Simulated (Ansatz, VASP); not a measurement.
## One calculation of Na3ZrB, two programs

```
Na Zr B
1.0
     4.99472    0.00000    0.00000
     0.00000    4.99472    0.00000
     0.00000    0.00000    4.99583
Na Zr B
3 1 1
Direct
  0.50000 0.50000 0.00000
  0.50000 0.00000 0.50000
  0.00000 0.50000 0.50000
  0.00000 0.00000 0.00000
  0.50000 0.50000 0.50000
```

Alike in both runs: functional PBE; k mesh 4 × 4 × 4; occupations gaussian, width 0.1 eV; no spin polarisation.

Ansatz relaxed the structure, and its values are those at the end. VASP's run is a single point on that final structure, the one shown.

```csv
,VASP,Ansatz
version,VASP 6.6.1,Ansatz 0.2.0
potentials or method,"VASP PAW PBE potentials, release 64 (Na_pv, Zr_sv, B), cutoff 520 eV","scalar-relativistic, plane waves, PAW"
valence electrons in the cell,36,42
```

|  | VASP | Ansatz | Ansatz less VASP |
| --- | --- | --- | --- |
| gap on the k mesh at the Fermi level (eV) | none | none | - |
| pressure (GPa) | 0.1 | 0.0 | -0.03 |

A gap of «none» marks a metal or a gap that the smearing closes. VASP's potentials hold 36 valence electrons a cell and Ansatz's 42, so a difference there can come from the potentials and not from the codes.
